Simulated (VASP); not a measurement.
# W (P-1) in VASP: single point with PBEsol

Aim: the single point of W with PBEsol.

Everything below comes from runs of VASP 6.6.1. Logs are shortened: lines on timing, memory, paths and dates and some standing lists are left out, and cuts for length are marked.

### Step 1. The cell of the first run

The typed cell holds 2 atoms: a = 2.827 Å, b = 2.827 Å, c = 3.998 Å, α = 90.00°, β = 90.00°, γ = 90.00°.

### Step 2. Single point, PBEsol (atom 1 moved 0.45 Å)

File INCAR:

```
SYSTEM = W
PREC     = Accurate       ! precision mode
ENCUT    = 520            ! plane-wave cutoff, eV
EDIFF    = 1E-7           ! SCF threshold, eV
ISMEAR   = 0              ! smearing method
SIGMA    = 0.15           ! smearing width, eV
LREAL    = .FALSE.        ! projectors in reciprocal space
LASPH    = .TRUE.         ! aspherical terms in the spheres
NELM     = 100            ! most SCF steps
ALGO     = Fast           ! electronic algorithm
ISIF     = 2              ! what is computed and relaxed
LWAVE    = .FALSE.        ! write WAVECAR
LCHARG   = .FALSE.        ! write CHGCAR
GGA      = PS             ! functional
NBANDS   = 21             ! bands
```

File KPOINTS:

```
regular mesh
0
G
  12 12 8
  0 0 0
```

File POSCAR:

```
W
1.0
    0.0000000000     -1.9989957667     -1.9989957667
    0.0000000000      1.9989957667     -1.9989957667
    3.9979915334      0.0000000000      0.0000000000
W
2
Direct
    0.4559001456      0.4434172402      0.5243729239
    0.0440998544      0.0565827598     -0.0243729239
```

Potentials or basis: VASP PAW PBE potentials, release 64 (W_sv).

Launch:

```sh
$ cat potpaw_PBE.64/W_sv/POTCAR > POTCAR
$ mpirun -np 1 vasp_std > vasp.out
```

OUTCAR:

```text
SYSTEM = W
   PREC = Accurate
   ENCUT = 520
   EDIFF = 1E-7
   ISMEAR = 0
   LREAL = .FALSE.
   LASPH = .TRUE.
   NELM = 100
   ISIF = 2
   GGA = PS

 ion  position               nearest neighbor table
   1  0.456  0.443  0.524-   2 2.41   2 2.69   2 2.71   2 2.76   2 2.96   2 3.00   2 3.03   2 3.25

   2  0.044  0.057  0.976-   1 2.41   1 2.69   1 2.71   1 2.76   1 2.96   1 3.00   1 3.03   1 3.25

  LATTYP: Found a simple tetragonal cell.
 ALAT       =     2.8270069244
 C/A-ratio  =     1.4142135624

  Lattice vectors:

 A1 = (   0.0000000000,  -1.9989957667,  -1.9989957667)
 A2 = (   0.0000000000,   1.9989957667,  -1.9989957667)
 A3 = (   3.9979915334,   0.0000000000,   0.0000000000)

Analysis of symmetry for initial positions (statically):
=====================================================================
 Subroutine PRICEL returns:
 Original cell was already a primitive cell.

 Routine SETGRP: Setting up the symmetry group for a
 simple tetragonal supercell.

 Subroutine GETGRP returns: Found  2 space group operations
 (whereof  1 operations were pure point group operations)
 out of a pool of 16 trial point group operations.

The static configuration has the point symmetry C_1 .
 The point group associated with its full space group is S_2 .

Analysis of symmetry for dynamics (positions and initial velocities):
=====================================================================
 Subroutine PRICEL returns:
 Original cell was already a primitive cell.

 Routine SETGRP: Setting up the symmetry group for a
 simple tetragonal supercell.

 Subroutine GETGRP returns: Found  2 space group operations
 (whereof  1 operations were pure point group operations)
 out of a pool of 16 trial point group operations.

The dynamic configuration has the point symmetry C_1 .
 The point group associated with its full space group is S_2 .

 Subroutine INISYM returns: Found  2 space group operations
 (whereof  1 operations are pure point group operations),
 and found     1 'primitive' translations

----------------------------------------------------------------------------------------

                                     Primitive cell

  volume of cell :      31.9518

  direct lattice vectors                    reciprocal lattice vectors
     0.000000000 -1.998995767 -1.998995767     0.000000000 -0.250125592 -0.250125592
     0.000000000  1.998995767 -1.998995767     0.000000000  0.250125592 -0.250125592
     3.997991533  0.000000000  0.000000000     0.250125592  0.000000000  0.000000000

  length of vectors
     2.827006924  2.827006924  3.997991533     0.353731005  0.353731005  0.250125592

  position of ions in fractional coordinates (direct lattice)
     0.455900146  0.443417240  0.524372924
     0.044099854  0.056582760  0.975627076

  ion indices of the primitive-cell ions
   primitive index   ion index
                 1           1
                 2           2

----------------------------------------------------------------------------------------

 KPOINTS: regular mesh

Automatic generation of k-mesh.
 Grid dimensions read from file:
 generate k-points for:   12   12    8

 Generating k-lattice:

  Cartesian coordinates                     Fractional coordinates (reciprocal lattice)
     0.000000000 -0.020843799 -0.020843799     0.083333333  0.000000000  0.000000000
     0.000000000  0.020843799 -0.020843799     0.000000000  0.083333333  0.000000000
     0.031265699  0.000000000  0.000000000     0.000000000  0.000000000  0.125000000

  Length of vectors
     0.029477584  0.029477584  0.031265699

  Shift w.r.t. Gamma in fractional coordinates (k-lattice)
     0.000000000  0.000000000  0.000000000

 Subroutine IBZKPT returns following result:
 ===========================================

 Found    580 irreducible k-points:

 Following reciprocal coordinates:
            Coordinates               Weight
  0.000000  0.000000  0.000000      1.000000
  0.083333  0.000000  0.000000      2.000000
  0.000000  0.083333  0.000000      2.000000
  0.166667  0.000000  0.000000      2.000000
  0.000000  0.166667  0.000000      2.000000
  0.250000  0.000000  0.000000      2.000000
[... 16 lines left out ...]
  0.083333  0.250000  0.000000      2.000000
  0.333333  0.083333  0.000000      2.000000
 [... further k-points ...]
   k-points           NKPTS =    580   k-points in BZ     NKDIM =    580   number of bands    NBANDS=     21
   number of dos      NEDOS =    301   number of ions     NIONS =      2
   total plane-waves  NPLWV =  17280
   dimension x,y,z NGX =    24 NGY =   24 NGZ =   30
   dimension x,y,z NGXF=    48 NGYF=   48 NGZF=   60
   ions per type =               2
   NGX,Y,Z   is equivalent  to a cutoff of  14.11, 14.11, 12.47 a.u.
   NGXF,Y,Z  is equivalent  to a cutoff of  28.23, 28.23, 24.95 a.u.
 SYSTEM =  W
   PREC   = accura    normal or accurate (medium, high low for compatibility)
   ISTART =      0    job   : 0-new  1-cont  2-samecut
   ICHARG =      2    charge: 1-file 2-atom 10-const
   ISPIN  =      1    spin polarized calculation?
   LNONCOLLINEAR =      F non collinear calculations
   LSORBIT =      F    spin-orbit coupling
   LASPH  =      T    aspherical Exc in radial PAW
   ENCUT  =  520.0 eV  38.22 Ry    6.18 a.u.   5.26  5.26  7.43*2*pi/ulx,y,z
   NELM   =    100;   NELMIN=  2; NELMDL= -5     # of ELM steps
   EDIFF  = 0.1E-06   stopping-criterion for ELM
   LREAL  =      F    real-space projection
   EDIFFG = 0.1E-05   stopping-criterion for IOM
   NSW    =      0    number of steps for IOM
   IBRION =     -1    ionic relax: 0-MD 1-quasi-New 2-CG
   NFREE  =      0    steps in history (QN), initial steepest desc. (CG)
   ISIF   =      2    stress and relaxation
   ISYM   =      2    0-nonsym 1-usesym 2-fastsym
   POTIM  = 0.5000    time-step for ionic-motion
   TEBEG  =    0.0;   TEEND  =   0.0 temperature during run
   PSTRESS=    0.0 pullay stress
   NELECT =      28.0000    total number of electrons
   NUPDOWN=      -1.0000    fix difference up-down
   EMIN   =  10.00;   EMAX   =-10.00  energy-range for DOS
   EFERMI =   0.00;   METHOD = LEGACY
   ISMEAR =     0;   SIGMA  =   0.15  broadening in eV -4-tet -1-fermi 0-gaus
   EFERMI_NEDOS =   21; number of points for ismear=-14 and -15
   IALGO  =     68    algorithm
   IMIX   =      4    mixing-type and parameters
     AMIX     =   0.40;   BMIX     =  1.00
     AMIX_MAG =   1.60;   BMIX_MAG =  1.00
  volume/ion in A,a.u.               =      15.98       107.81
  Fermi-wavevector in a.u.,A,eV,Ry     =   1.566615  2.960473 33.392545  2.454283
  Thomas-Fermi vector in A             =   2.668917
   LORBIT       =      0    0 simple, 1 ext, 2 COOP (PROOUT), +10 PAW based schemes
   GGA     = PS    functional components
   LHFCALC =     F    Hartree Fock is set to
   AEXX    =    0.0000 exact exchange contribution
   IVDW    =     0    specifies the selected vdW correction
   LEPSILON=     F    determine dielectric tensor
   LRPA    =     F    only Hartree local field effects (RPA)
 non-spin polarized calculation
 RMM-DIIS sequential band-by-band and
 Gauss-broadening in eV      SIGMA  =   0.15
  energy-cutoff  :      520.00
  volume of cell :       31.95
 maximum number of plane-waves:       888
 NGX is ok and might be reduce to    24
   NGX = 11   NGY = 11   NGZ = 15

 number of electron      28.0000005 magnetization

 Free energy of the ion-electron system (eV)
  ---------------------------------------------------
  ext. energy  EPLUGINS =         0.00000000
  ---------------------------------------------------
  free energy    TOTEN  =       -26.10025378 eV

  energy without entropy =      -26.08251092  energy(sigma->0) =      -26.09138235

 E-fermi :  10.7640     XC(G=0): -13.6415

 val. band max:       10.7636505203   @ k =   0.3333   0.0833   0.3750
 cond. band min:      10.7656938095   @ k =   0.0000   0.0000   0.2500
 fundamental gap:      0.0020432892
 Fermi energy:        10.7640042172

 k-point     1 :       0.0000    0.0000    0.0000
  band No.  band energies     occupation
      1     -62.8175      2.00000
      2     -62.5529      2.00000
      3     -27.8112      2.00000
      4     -26.9180      2.00000
      5     -26.8472      2.00000
      6     -26.4877      2.00000
[... 13 lines left out ...]
     20      16.9842      0.00000
     21      23.5274      0.00000

 k-point     2 :       0.0833    0.0000    0.0000
  band No.  band energies     occupation
      1     -62.8116      2.00000
      2     -62.5534      2.00000
      3     -27.7935      2.00000
      4     -26.9557      2.00000
      5     -26.8495      2.00000
      6     -26.5027      2.00000
[... 13 lines left out ...]
     20      17.7359      0.00000
     21      22.0503      0.00000

 k-point     3 :       0.0000    0.0833    0.0000
  band No.  band energies     occupation
      1     -62.8121      2.00000
      2     -62.5528      2.00000
      3     -27.7958      2.00000
      4     -26.9319      2.00000
      5     -26.8720      2.00000
      6     -26.5264      2.00000
[... 13 lines left out ...]
     20      17.4663      0.00000
     21      22.2286      0.00000

 k-point     4 :       0.1667    0.0000    0.0000
  band No.  band energies     occupation
      1     -62.7950      2.00000
      2     -62.5550      2.00000
      3     -27.7462      2.00000
      4     -27.0702      2.00000
      5     -26.8404      2.00000
      6     -26.5917      2.00000
[... 13 lines left out ...]
     20      19.3343      0.00000
     21      20.4682      0.00000

 k-point     5 :       0.0000    0.1667    0.0000
  band No.  band energies     occupation
      1     -62.7972      2.00000
      2     -62.5529      2.00000
      3     -27.7551      2.00000
      4     -27.0353      2.00000
      5     -26.8696      2.00000
      6     -26.6399      2.00000
[... 13 lines left out ...]
     20      18.9944      0.00000
     21      20.6796      0.00000
[... 382 lines left out ...]
     20      19.7096      0.00000
     21      20.8503      0.00000

 k-point    22 :      -0.2500    0.0833    0.0000
  band No.  band energies     occupation
      1     -62.7665      2.00000
      2     -62.5577      2.00000
      3     -27.6796      2.00000
      4     -27.2148      2.00000
      5     -26.8663      2.00000
      6     -26.7628      2.00000
[... 13 lines left out ...]
     20      19.5285      0.00000
     21      21.0911      0.00000

 k-point    23 :       0.0833    0.2500    0.0000
  band No.  band energies     occupation
      1     -62.7703      2.00000
      2     -62.5540      2.00000
      3     -27.6905      2.00000
      4     -27.1848      2.00000
      5     -26.9231      2.00000
      6     -26.7534      2.00000
[... 13 lines left out ...]
     20      19.7532      0.00000
     21      21.2053      0.00000

 k-point    24 :       0.3333    0.0833    0.0000
  band No.  band energies     occupation
      1     -62.7401      2.00000
      2     -62.5637      2.00000
      3     -27.6444      2.00000
      4     -27.3475      2.00000
      5     -26.9646      2.00000
      6     -26.7364      2.00000
[... 13 lines left out ...]
     20      18.8377      0.00000
     21      22.3933      0.00000

 [... further k-points ...]

------------------------ aborting loop because EDIFF is reached ----------------------------------------

  FORCE on cell =-STRESS in cart. coord.  units (eV):
  Direction    XX          YY          ZZ          XY          YZ          ZX
  --------------------------------------------------------------------------------------
  -------------------------------------------------------------------------------------
  Total        3.2379550      3.7065545      2.5870093      0.0784213      0.7587309     -0.2460715
  in kB      162.3625158    185.8597536    129.7217954      3.9323192     38.0454524    -12.3388944
  external PRESSURE =     159.3146883 kB  Pullay stress =       0.0000000 kB

 VOLUME and BASIS-vectors are now :
 -----------------------------------------------------------------------------
  energy-cutoff  :      520.00
  volume of cell :       31.95
      direct lattice vectors                 reciprocal lattice vectors
     0.000000000 -1.998995767 -1.998995767     0.000000000 -0.250125592 -0.250125592
     0.000000000  1.998995767 -1.998995767     0.000000000  0.250125592 -0.250125592
     3.997991533  0.000000000  0.000000000     0.250125592  0.000000000  0.000000000

 POSITION                                       TOTAL-FORCE (eV/Angst)
 -----------------------------------------------------------------------------------
      2.09644     -0.02495     -1.79773        -2.349297      0.074479     -1.716377
      3.90055      0.02495     -0.20126         2.349297     -0.074479      1.716377
 -----------------------------------------------------------------------------------
    total drift:                               -0.000000      0.000000     -0.000000

  FREE ENERGIE OF THE ION-ELECTRON SYSTEM (eV)
  ---------------------------------------------------
  free  energy   TOTEN  =       -26.1002537761 eV

  energy  without entropy=      -26.0825109247  energy(sigma->0) =      -26.09138235
```

Wall time 4.5 min (1 thread of AMD EPYC 7R13 (Zen 3), shared host); peak memory 0.36 GiB.

What came out:

* Free energy: -26.1003 eV
* Pressure: 15.9 GPa
* Largest force: 2.910 eV/Å
* Band gap on the k mesh: zero (bands 14 and 15 overlap by 3.71 eV)

Forces on the atoms (eV/Å):
```
W   -2.349  0.074 -1.716
W    2.349 -0.074  1.716
```

Caveat: the cell differs from its parent crystal (atom 1 moved 0.45 Å); the cell stands under pressure; the PAW data sets were made with another functional, which shifts forces and pressure a little; spin-orbit coupling is left out, which moves the levels of the heavy elements.
